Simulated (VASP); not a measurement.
Write the native input for VASP 6.6.1 that does the following.

```
Task                   : relaxation of cell and atoms
Functional             : PBE
Dispersion             : D3(BJ)
Potentials or basis    : VASP PAW PBE potentials, release 64 (Hg)
Cutoff                 : 600 eV
k mesh                 : 9 × 9 × 14
Occupations            : gaussian, width 0.1 eV
Spin                   : no spin polarisation
Dipole correction      : no
Further INCAR settings : ALGO = Normal; EDIFF = 1e-06; IBRION = 2; EDIFFG = -0.005; NSW = 100; ISIF = 3
```

The structure of Hg lies in POSCAR:

```
Hg
1.0
    5.3526066616      0.0000000000      0.0000000000
   -2.6763033308      4.6354933454      0.0000000000
    0.0000000000      0.0000000000      3.0969184761
Hg
3
Direct
    0.3333333333      0.6666666667      0.5000000000
    0.0000000000      0.0000000000      0.0000000000
    0.6666666667      0.3333333333      0.5000000000
```

The input as run:

INCAR

```
SYSTEM = Hg
PREC = Accurate ; ENCUT = 600
EDIFF = 1E-6 ; ISMEAR = 0
SIGMA = 0.1 ; LREAL = .FALSE.
LASPH = .TRUE. ; NELM = 100
ALGO = Normal ; ISIF = 3
LWAVE = .FALSE. ; LCHARG = .FALSE.
GGA = PE ; IVDW = 12
IBRION = 2 ; NSW = 100
EDIFFG = -0.005
```

KPOINTS

```
Automatic mesh
0
G
  9 9 14
  0 0 0
```

Potentials or basis: VASP PAW PBE potentials, release 64 (Hg).

Run with:

```sh
$ cat potpaw_PBE.64/Hg/POTCAR > POTCAR
$ mpirun -np 1 vasp_std > vasp.out
```

It gave:

| Property | Result |
| --- | --- |
| Relaxed volume | 26.00 Å³/atom |
| Relaxed cell | a = 5.346 Å, b = 5.346 Å, c = 3.151 Å, α = 90.00°, β = 90.00°, γ = 120.00° |
| Space group after relaxing (to 0.1 Å) | P6/mmm (No. 191) |
| Energy gained by relaxing | 1.3 meV/atom |
| Ionic steps | 14 |
| Pressure after relaxing | 0.0 GPa |
| Band gap on the k mesh | zero (bands 18 and 19 overlap by 3.46 eV) |
| Dispersion energy per atom | -0.403 eV |

Caveat: spin-orbit coupling is left out, which moves the levels of the heavy elements.

Run time: 12 min on 1 thread of AMD EPYC 9R45 96-Core Processor (Zen 5), with other jobs on the host, peak memory 0.32 GiB.
